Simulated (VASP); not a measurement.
## GaP: relaxation of shape and atoms at fixed volume with r2SCAN

The system is GaP.

```
Ga P
1.0
     1.88077    1.08586    6.24780
    -1.88077    1.08586    6.24780
     0.00000   -2.17172    6.24780
Ga P
2 2
Direct
  0.43592 0.43592 0.43592
  0.56408 0.56408 0.56408
  0.05781 0.05781 0.05781
  0.94219 0.94219 0.94219
```

| Quantity | Value |
| --- | --- |
| Program | VASP 6.6.1 |
| Task | relaxation of shape and atoms at fixed volume |
| Functional | r2SCAN |
| Potentials or basis | VASP PAW PBE potentials, release 64 (Ga_d, P) |
| Cutoff | 600 eV |
| k mesh | 9 × 9 × 9 |
| Occupations | gaussian, width 0.02 eV |
| Spin | no spin polarisation |
| Dipole correction | no |
| Further INCAR settings | ALGO = Normal; EDIFF = 1e-06; IBRION = 2; EDIFFG = -0.01; NSW = 50; ISIF = 4 |

```json
{
  "Energy gained by relaxing": "0.0 meV/atom",
  "Ionic steps": "2",
  "Pressure after relaxing": "5.6 GPa",
  "Band gap on the k mesh": "1.03 eV (least direct gap 1.74 eV)"
}
```

Stress tensor (GPa, compression positive):
```
5.56 0.00 0.00
0.00 5.56 0.00
0.00 0.00 5.64
```

Final structure:
```
CELL_PARAMETERS angstrom
1.88051 1.08571 6.24955
-1.88051 1.08571 6.24955
0.00000 -2.17142 6.24955
ATOMIC_POSITIONS crystal
Ga 0.43600 0.43600 0.43600
Ga 0.56400 0.56400 0.56400
P 0.05780 0.05780 0.05780
P 0.94220 0.94220 0.94220
```

Levels at points of the mesh, in eV from the valence-band top:
```csv
k point,band 16,band 17,band 18,band 19,band 20,band 21
"(0.00, 0.00, 0.00)",-0.27,0.00,0.00,1.74,2.53,3.31
```

It took 92 min on 1 thread of AMD EPYC 9755 128-Core Processor, on a shared host, peak memory 0.52 GiB.

Caveat: the PAW data sets were made with another functional, which shifts forces and pressure a little. A k mesh can miss the band edges.
